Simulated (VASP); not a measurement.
Set up this calculation in VASP 6.6.1, as the native input.

| Quantity | Value |
| --- | --- |
| Task | single point |
| Functional | PBEsol |
| Potentials or basis | VASP PAW PBE potentials, release 64 (Al, Ni) |
| Cutoff | 520 eV |
| k mesh | 8 × 8 × 10 |
| Occupations | gaussian, width 0.15 eV |
| Spin | no spin polarisation |
| Dipole correction | no |
| Further INCAR settings | ALGO = Fast; EDIFF = 1e-06; NBANDS = 40 |

The structure of Al3Ni5 lies in POSCAR:

```
Al3Ni5
1.0
    3.2933322760     -3.6919375971      0.0000000000
    3.2933322760      3.6919375971      0.0000000000
    0.0000000000      0.0000000000      3.7203545651
Al Ni
3 5
Direct
    0.5000000000      0.5000000000      0.1007968443
    0.7796888787      0.2203111213      0.6007968443
    0.2203111213      0.7796888787      0.6007968443
    0.0000000000      0.0000000000      0.0000000000
    0.0000000000      0.5000000000      0.0000000000
    0.5000000000      0.0000000000      0.0000000000
    0.2762373066      0.2762373066      0.5000000000
    0.7237626934      0.7237626934      0.5000000000
```

This cell differs from its parent crystal: all Al atoms moved +0.375 Å, as atom 1 along Cartesian [0 0 1].

These files were run (other wordings do the same):

INCAR

```
PREC = Accurate ; ENCUT = 520
EDIFF = 1E-6 ; ISMEAR = 0
SIGMA = 0.15 ; LREAL = F
LASPH = T ; NELM = 60
ALGO = Fast ; ISIF = 2
LWAVE = F ; LCHARG = F
GGA = PS ; NBANDS = 40
```

KPOINTS

```
regular mesh
0
Gamma
  8 8 10
```

Potentials or basis: VASP PAW PBE potentials, release 64 (Al, Ni).

Run with:

```bash
$ cat potpaw_PBE.64/Al/POTCAR potpaw_PBE.64/Ni/POTCAR > POTCAR
$ mpirun -np 1 vasp_std > vasp.out
```

It gave:

The pressure is 9.4 GPa and the largest force is 4.352 eV/Å.

Caveat: the cell differs from its parent crystal (all Al atoms moved +0.375 Å, as atom 1 along Cartesian [0 0 1]); the PAW data sets were made with another functional, which shifts forces and pressure a little.

Run time: 4.2 min on 1 thread of Intel(R) Xeon(R) 6975P-C (Granite Rapids) (shared host), peak memory 0.44 GiB.
